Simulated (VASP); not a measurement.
Write the native input for VASP 6.6.1 that does the following.

| Item | Value |
| --- | --- |
| Task | single point |
| Functional | PBE |
| Potentials or basis | VASP PAW PBE potentials, release 64 (Eu, O) |
| Cutoff | 600 eV |
| k mesh | 12 × 12 × 12 |
| Occupations | gaussian, width 0.05 eV |
| Spin | collinear spin, ferromagnetic start |
| Starting moments | [6.99, 0.0] μB |
| Dipole correction | no |
| Further INCAR settings | ALGO = Normal; EDIFF = 1e-06; NBANDS = 22 |

The structure of EuO lies in POSCAR:

```
EuO
1.0
    0.0000000000      2.3090986576      2.3090986576
    2.3090986576      0.0000000000      2.3090986576
    2.3090986576      2.3090986576      0.0000000000
Eu O
1 1
Direct
    0.0000000000      0.0000000000      0.0000000000
    0.5000000000      0.5000000000      0.5000000000
```

The input as run:

INCAR

```
SYSTEM = EuO
  PREC = Accurate
  ENCUT = 600
  EDIFF = 1E-6
  ISMEAR = 0
  SIGMA = 0.05
  LREAL = .FALSE.
  LASPH = .TRUE.
  NELM = 200
  ALGO = Normal
  ISIF = 2
  LWAVE = .FALSE.
  LCHARG = .FALSE.
  ISPIN = 2
  MAGMOM = 6.99 0
  LORBIT = 11
  LMAXMIX = 6
  GGA = PE
  NBANDS = 22
  GGA_COMPAT = .FALSE.
```

KPOINTS

```
regular mesh
0
G
  12 12 12
  0 0 0
```

Potentials or basis: VASP PAW PBE potentials, release 64 (Eu, O).

The run is started by

```bash
$ cat potpaw_PBE.64/Eu/POTCAR potpaw_PBE.64/O/POTCAR > POTCAR
$ mpirun -np 1 vasp_std > vasp.out
```

Results of the run:

```yaml
Pressure: 50.3 GPa
Net_moment: 6.73 μB per cell
Site_moments: Eu +6.45; O -0.10 μB
Valence_electrons_inside_the_program's_atomic_spheres: Eu 15.10; O 5.10
```

Caveat: the cell stands under pressure; a cell with one magnetic atom can't hold antiferromagnetic order, which such compounds often take.

Wall time 3 min on 1 thread of Intel(R) Xeon(R) Platinum 8375C CPU @ 2.90GHz (Ice Lake), with other jobs on the host, peak memory 0.24 GiB.
